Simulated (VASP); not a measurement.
Wanted: the native input for a VASP 6.6.1 run.

```yaml
Task: single point
Functional: PBEsol
Potentials_or_basis: VASP PAW PBE potentials, release 64 (Ag)
Cutoff: 520 eV
k_mesh: 20 × 20 × 20
Occupations: gaussian, width 0.15 eV
Spin: no spin polarisation
Dipole_correction: no
Further_INCAR_settings: ALGO = Normal; EDIFF = 1e-07; NBANDS = 12
```

The structure of Ag lies in POSCAR:

```
Ag
1.0
    0.0000000000      1.9613760000      1.8796520000
    1.9613760000      0.0000000000      1.8796520000
    1.9613760000      1.9613760000      0.0000000000
Ag
1
Direct
    0.0000000000      0.0000000000      0.0000000000
```

This cell differs from its parent crystal: strain -0.040 along x and y, -0.080 along z.

One way to write it, as run:

INCAR

```
SYSTEM = Ag
PREC     = Accurate       ! precision mode
ENCUT    = 520            ! plane-wave cutoff, eV
EDIFF    = 1E-7           ! SCF threshold, eV
ISMEAR   = 0              ! smearing method
SIGMA    = 0.15           ! smearing width, eV
LREAL    = .FALSE.        ! projectors in reciprocal space
LASPH    = .TRUE.         ! aspherical terms in the spheres
NELM     = 100            ! most SCF steps
ALGO     = Normal         ! electronic algorithm
ISIF     = 2              ! what is computed and relaxed
LWAVE    = .FALSE.        ! write WAVECAR
LCHARG   = .TRUE.         ! write CHGCAR
GGA      = PS             ! functional
LELF     = .TRUE.         ! ELF
LVHAR    = .TRUE.       
NBANDS   = 12             ! bands
```

KPOINTS

```
Automatic mesh
0
G
  20 20 20
  0 0 0
```

Potentials or basis: VASP PAW PBE potentials, release 64 (Ag).

The run is started by

```sh
$ cat potpaw_PBE.64/Ag/POTCAR > POTCAR
$ mpirun -np 1 vasp_std > vasp.out
```

Results of the run:

The pressure is 24.7 GPa and the band gap on the k mesh is zero (an odd number of electrons rules out a gap without spin polarisation).

Caveat: the cell differs from its parent crystal (strain -0.040 along x and y, -0.080 along z); the cell stands under pressure; the PAW data sets were made with another functional, which shifts forces and pressure a little.

Wall time 82 s on 1 thread of Intel(R) Xeon(R) Platinum 8375C CPU @ 2.90GHz (Ice Lake), with other jobs on the host, peak memory 0.22 GiB.
